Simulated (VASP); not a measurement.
Wanted: the native input for a VASP 6.6.1 run.

```
Task                   : relaxation of the atoms
Functional             : PBE
Potentials or basis    : VASP PAW PBE potentials, release 64 (Cd, S)
Cutoff                 : 450 eV
k mesh                 : 6 × 6 × 4
Occupations            : gaussian, width 0.02 eV
Spin                   : no spin polarisation
Dipole correction      : no
Further INCAR settings : ALGO = Normal; EDIFF = 1e-07; IBRION = 2; EDIFFG = -0.002; NSW = 60
```

The structure of CdS lies in POSCAR:

```
CdS
1.0
    4.1546907558      0.0000000000      0.0000000000
   -2.0773453779      3.5980677394      0.0000000000
    0.0000000000      0.0000000000      6.7614101629
Cd S
2 2
Direct
    0.3333333333      0.6666666667      0.0002266586
    0.6666666667      0.3333333333      0.5002266586
    0.3333333333      0.6666666667      0.3767733414
    0.6666666667      0.3333333333      0.8767733414
```

This cell differs from its parent crystal: strained cell.

One way to write it, as run:

INCAR

```
SYSTEM = CdS
  PREC = Accurate
  ENCUT = 450
  EDIFF = 1E-7
  ISMEAR = 0
  SIGMA = 0.02
  LREAL = .False.
  LASPH = .True.
  NELM = 120
  ALGO = Normal
  ISIF = 2
  LWAVE = .False.
  LCHARG = .False.
  GGA = PE
  IBRION = 2
  NSW = 60
  EDIFFG = -0.002
  GGA_COMPAT = .False.
  NELMIN = 4
```

KPOINTS

```
Automatic mesh
0
Gamma
  6 6 4
  0 0 0
```

Potentials or basis: VASP PAW PBE potentials, release 64 (Cd, S).

Run with:

```console
$ cat potpaw_PBE.64/Cd/POTCAR potpaw_PBE.64/S/POTCAR > POTCAR
$ mpirun -np 1 vasp_std > vasp.out
```

It gave:

| Property | Result |
| --- | --- |
| Energy gained by relaxing | 0.0 meV/atom |
| Ionic steps | 2 |
| Pressure after relaxing | 1.9 GPa |
| Band gap on the k mesh | 1.18 eV |

Caveat: the cell differs from its parent crystal (strained cell).

Run time: 88 s on 1 thread of Intel Xeon 8259CL, with other jobs on the host, peak memory 0.21 GiB.
